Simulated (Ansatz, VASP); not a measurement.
Two plane-wave programs on EuS

File INCAR:

```
ALGO     = Normal         # electronic algorithm
EDIFF    = 1E-6           # SCF threshold, eV
ENCUT    = 600            # plane-wave cutoff, eV
GGA      = RE             # functional
GGA_COMPAT= False        
ISIF     = 2              # what is computed and relaxed
ISMEAR   = -1             # smearing method
ISPIN    = 2              # spin polarisation
IVDW     = 13             # dispersion correction
LASPH    = True           # aspherical terms in the spheres
LCHARG   = False          # write CHGCAR
LDAU     = True           # DFT+U
LDAUJ    = 0 0          
LDAUL    = 3 -1           # shell
LDAUPRINT= 1            
LDAUTYPE = 2            
LDAUU    = 1.5 0          # U, eV
LMAXMIX  = 6              # l up to which the mixer works
LORBIT   = 11             # projections on sites
LREAL    = False          # projectors in reciprocal space
LWAVE    = False          # write WAVECAR
MAGMOM   = 4.9 0          # initial moments
NBANDS   = 22             # bands
NELM     = 200            # most SCF steps
PREC     = Accurate       # precision mode
SIGMA    = 0.1            # smearing width, eV
```

The input KPOINTS:

```
k-points
0
Gamma
  8 8 8
```

File POSCAR:

```
EuS
1.0
    0.0000000000      2.9785000000      2.9785000000
    2.9785000000      0.0000000000      2.9785000000
    2.9785000000      2.9785000000      0.0000000000
Eu S
1 1
Direct
    0.0000000000      0.0000000000      0.0000000000
    0.5000000000      0.5000000000      0.5000000000
```

Input for Ansatz:

```yaml
crystal:
  lattice:
    - [0.0, 2.9785, 2.9785]
    - [2.9785, 0.0, 2.9785]
    - [2.9785, 2.9785, 0.0]
  atoms:
    - { symbol: Eu, position: [0.0, 0.0, 0.0] }
    - { symbol: S, position: [0.5, 0.5, 0.5] }
basis:
  ecutwfc: 530.0
kpoints:
  mp_grid:
    grid: [8, 8, 8]
hamiltonian:
  xc: revpbe
  dispersion: d4
  hubbard:
    - { species: Eu, l: f, u_eff: 1.5 }
magnetization:
  spin_polarized: true
  per_species:
    Eu: 4.9
scf:
  max_iter: 200
  convergence:
    dr2_threshold: 1.0e-06
  lower_state_search: standard
  occupations:
    method: fermi_dirac
output:
  eigenvalues: true
```

Alike in both runs: task single point; functional revPBE; dispersion D4; k mesh 8 × 8 × 8; collinear spin; Hubbard terms Eu f U = 1.5 eV.

|  | VASP | Ansatz |
| --- | --- | --- |
| version | VASP 6.6.1 | Ansatz 0.2.0 |
| potentials or method | VASP PAW PBE potentials, release 64 (Eu, S), cutoff 600 eV | plane waves, PAW |
| occupations | fermi-dirac, width 0.1 eV | fermi-dirac |
| valence electrons in the cell | 23 | 23 |

Ansatz gave:

```
gap on the k mesh at the Fermi level (eV)                     : none
net moment per atom (μB)                                      : 3.50
size of the moment on the site where the two differ most (μB) : 6.80
```

**Question.** What did VASP give for the same quantities?

**Answer.** gap on the k mesh at the Fermi level (eV): none; net moment per atom (μB): 3.49; size of the moment on the site where the two differ most (μB): 6.63.

VASP's potentials were made for PBE, not for revPBE. Site moments also hang on the region over which each program counts them. The programs project onto different local orbitals, so the same U acts differently, and such runs can settle in different states. A gap of «none» marks a metal or a gap that the smearing closes. Ansatz's warnings: filled band counts differ across k points.

Spin-orbit coupling is off throughout.
